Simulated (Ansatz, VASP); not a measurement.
Two plane-wave programs on Ge

Contents of INCAR:

```
PREC = Accurate ; ENCUT = 520
EDIFF = 1E-6 ; ISMEAR = 0
SIGMA = 0.15 ; LREAL = False
LASPH = True ; NELM = 60
ALGO = Normal ; ISIF = 2
LWAVE = False ; LCHARG = False
GGA = PE ; NBANDS = 21
```

Contents of KPOINTS:

```
regular mesh
0
Gamma
  14 14 14
```

Contents of POSCAR:

```
Ge
1.0
    0.0000000000      2.9702085000      2.8287700000
    2.6873315000      0.0000000000      2.8287700000
    2.6873315000      2.9702085000      0.0000000000
Ge
2
Direct
    0.5000000000      0.5000000000      0.5000000000
    0.7500000000      0.7500000000      0.7500000000
```

Input for Ansatz:

```yaml
crystal:
  lattice:
    - [0.0, 2.9702085, 2.82877]
    - [2.6873315, 0.0, 2.82877]
    - [2.6873315, 2.9702085, 0.0]
  atoms:
    - { symbol: Ge, position: [0.5, 0.5, 0.5] }
    - { symbol: Ge, position: [0.75, 0.75, 0.75] }
basis:
  ecutwfc: 420
kpoints:
  mp_grid: { grid: [14, 14, 14] }
hamiltonian:
  xc: pbe
scf:
  occupations: { method: gaussian, width: 0.15 }
output:
  forces: true
  stress: true
  eigenvalues: true
```

Change from the starting cell: strain -0.0500 x Voigt [1, -1, 0, 0, 0, 0], atoms carried along.

Alike in both runs: task single point; functional PBE; k mesh 14 × 14 × 14; occupations gaussian, width 0.15 eV; no spin polarisation.

|  | VASP | Ansatz |
| --- | --- | --- |
| version | VASP 6.6.1 | Ansatz 0.2.0 |
| potentials or method | VASP PAW PBE potentials, release 64 (Ge_d), cutoff 520 eV | scalar-relativistic, plane waves, PAW |
| valence electrons in the cell | 28 | 28 |

|  | VASP | Ansatz | Ansatz less VASP |
| --- | --- | --- | --- |
| gap on the k mesh at the Fermi level (eV) | none | none | - |
| pressure (GPa) | 3.8 | 3.8 | +0.08 |
| traceless stress, the component that is largest in VASP (GPa) | -3.72 | -3.71 | +0.010 |

A gap of «none» marks a metal or a gap that the smearing closes.
